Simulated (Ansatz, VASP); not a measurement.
One calculation of ScIn4, two programs

File INCAR:

```
  PREC = Accurate
  ENCUT = 520
  EDIFF = 1E-7
  ISMEAR = 0
  SIGMA = 0.1
  LREAL = False
  LASPH = True
  NELM = 80
  ALGO = Normal
  ISIF = 2
  LWAVE = False
  LCHARG = False
  GGA = PE
  NBANDS = 40
```

File KPOINTS:

```
regular mesh
0
Gamma
  4 4 4
```

File POSCAR:

```
ScIn4
1.0
   -3.1335789900      3.1335789900      3.1335789900
    3.1335789900     -3.1335789900      3.1335789900
    3.1335789900      3.1335789900     -3.1335789900
Sc In
1 4
Direct
    0.0000000000      0.0000000000      0.0000000000
    0.0000000000      0.0000000000      0.5000000000
    0.0000000000      0.5000000000      0.0000000000
    0.5000000000      0.0000000000      0.0000000000
    0.5000000000      0.5000000000      0.5000000000
```

Input for Ansatz:

```yaml
crystal:
  lattice:
    - [-3.13357899, 3.13357899, 3.13357899]
    - [3.13357899, -3.13357899, 3.13357899]
    - [3.13357899, 3.13357899, -3.13357899]
  atoms:
    - { symbol: Sc, position: [0.0, 0.0, 0.0] }
    - { symbol: In, position: [0.0, 0.0, 0.5] }
    - { symbol: In, position: [0.0, 0.5, 0.0] }
    - { symbol: In, position: [0.5, 0.0, 0.0] }
    - { symbol: In, position: [0.5, 0.5, 0.5] }
basis:
  ecutwfc: 420
kpoints:
  mp_grid: { grid: [4, 4, 4] }
hamiltonian:
  xc: pbe
scf:
  occupations: { method: gaussian, width: 0.1 }
  lower_state_search: "off"
output:
  forces: true
  stress: true
  eigenvalues: true
```

Change from the starting cell: species swapped into the CrGa4 type (Im-3m, No. 229).

Alike in both runs: task single point; functional PBE; k mesh 4 × 4 × 4; occupations gaussian, width 0.1 eV; no spin polarisation.

|  | VASP | Ansatz |
| --- | --- | --- |
| version | VASP 6.6.1 | Ansatz 0.2.0 |
| potentials or method | VASP PAW PBE potentials, release 64 (Sc_sv, In_d), cutoff 520 eV | scalar-relativistic, plane waves, PAW |
| valence electrons in the cell | 63 | 63 |

|  | VASP | Ansatz | Ansatz less VASP |
| --- | --- | --- | --- |
| gap on the k mesh at the Fermi level (eV) | none | none | - |
| pressure (GPa) | 13.4 | 13.4 | -0.03 |

A gap of «none» marks a metal or a gap that the smearing closes.
